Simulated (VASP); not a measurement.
KZnF3:

```
K Zn F
1.0
     4.12756    0.00000    0.00000
     0.00000    4.12756    0.00000
     0.00000    0.00000    4.12756
K Zn F
1 1 3
Direct
  0.00000 0.00000 0.00000
  0.50000 0.50000 0.50000
  0.50000 0.50000 0.00000
  0.00000 0.50000 0.50000
  0.50000 0.00000 0.50000
```

```yaml
Program: VASP 6.6.1
Task: relaxation of cell and atoms
Functional: PBEsol
Potentials_or_basis: VASP PAW PBE potentials, release 64 (K_sv, Zn, F)
Cutoff: 600 eV
k_mesh: 6 × 6 × 6
Occupations: fermi-dirac, width 0.02 eV
Spin: no spin polarisation
```

At the start: pressure -3.6 GPa; volume 14.06 Å³/atom.

**Question.** Where does the relaxation end?

**Answer.** Over 3 steps the energy falls by 8.7 meV/atom and the volume is 13.35 Å³/atom (-5.1 %); space group Pm-3m (No. 221, to 0.05 Å).

The path:
```tsv
step	energy change (eV)	largest force (eV/Å)	pressure (GPa)	volume (Å³)
1	0.0000	0.0000	-3.64	70.32
2	-0.0429	0.0000	-0.44	67.12
3	-0.0435	0.0000	-0.03	66.77
```

Final structure:
```
K Zn F
1.0
     4.05684    0.00000    0.00000
     0.00000    4.05684    0.00000
     0.00000    0.00000    4.05684
K Zn F
1 1 3
Direct
  0.00000 0.00000 0.00000
  0.50000 0.50000 0.50000
  0.50000 0.50000 0.00000
  0.00000 0.50000 0.50000
  0.50000 0.00000 0.50000
```

Caveat: the PAW data sets were made with another functional, which shifts forces and pressure a little.
